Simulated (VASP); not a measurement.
A run of VASP 6.6.1 is set up as follows.

Contents of INCAR:

```
PREC     = Accurate       # precision mode
ENCUT    = 500            # plane-wave cutoff, eV
EDIFF    = 1E-6           # SCF threshold, eV
ISMEAR   = -1             # smearing method
SIGMA    = 0.1            # smearing width, eV
LREAL    = F              # projectors in reciprocal space
LASPH    = T              # aspherical terms in the spheres
NELM     = 120            # most SCF steps
ALGO     = Normal         # electronic algorithm
ISIF     = 2              # what is computed and relaxed
LWAVE    = F              # write WAVECAR
LCHARG   = F              # write CHGCAR
GGA      = CA             # functional
NBANDS   = 19             # bands
GGA_COMPAT= F
```

KPOINTS

```
regular mesh
0
Gamma
  7 7 3
```

Contents of POSCAR:

```
Cd
1.0
    2.9788700000      0.0000000000      0.0000000000
   -1.4894350000      2.5797770000      0.0000000000
    0.0000000000      0.0000000000      5.6176500000
Cd
2
Direct
    0.3333333333      0.6666666667      0.2500000000
    0.6666666667      0.3333333333      0.7500000000
```

Potentials or basis: VASP PAW LDA potentials, release 64 (Cd).

Command:

```bash
$ cat potpaw_LDA.64/Cd/POTCAR > POTCAR
$ mpirun -np 1 vasp_std > vasp.out
```

**Question.** What does it give for the band gap on the k mesh?

**Answer.** Zero (bands 12 and 13 overlap by 4.28 eV).

**Question.** Predict the pressure.

**Answer.** -4.0 GPa.

Stress tensor (GPa, compression positive):
```
-4.84  0.00  0.00
 0.00 -4.84  0.00
 0.00  0.00 -2.38
```

Caveat: the k points lie up to 0.37 Å⁻¹ apart, too coarse for converged energies and pressures of a metal.
